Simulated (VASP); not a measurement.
InAs:

```
In As
1.0
     0.00000    3.08514    3.08514
     3.08514    0.00000    3.08514
     3.08514    3.08514    0.00000
In As
1 1
Cartesian
  0.0000 0.0000 0.0000
  1.5426 1.5426 1.5426
```

This cell differs from its parent crystal: strain +1.0%.

Base run:

```yaml
Program: VASP 6.6.1
Functional: r2SCAN
Potentials_or_basis: VASP PAW PBE potentials, release 64 (In_d, As)
Cutoff: 520 eV
k_mesh: 8 × 8 × 8
Occupations: fermi-dirac, width 0.02 eV
Spin: no spin polarisation
```

Its results: band gap on the k mesh zero (filled and empty bands touch); pressure -1.6 GPa.

Problem. The run is repeated on the same cell with these changes: functional from r2SCAN to PBE. What comes out?

Solution. Band gap on the k mesh zero (filled and empty bands touch); pressure 0.4 GPa.

Caveats: spin-orbit coupling is left out, which moves the levels of the heavy elements; the PAW data sets were made with another functional, which shifts forces and pressure a little (some runs).
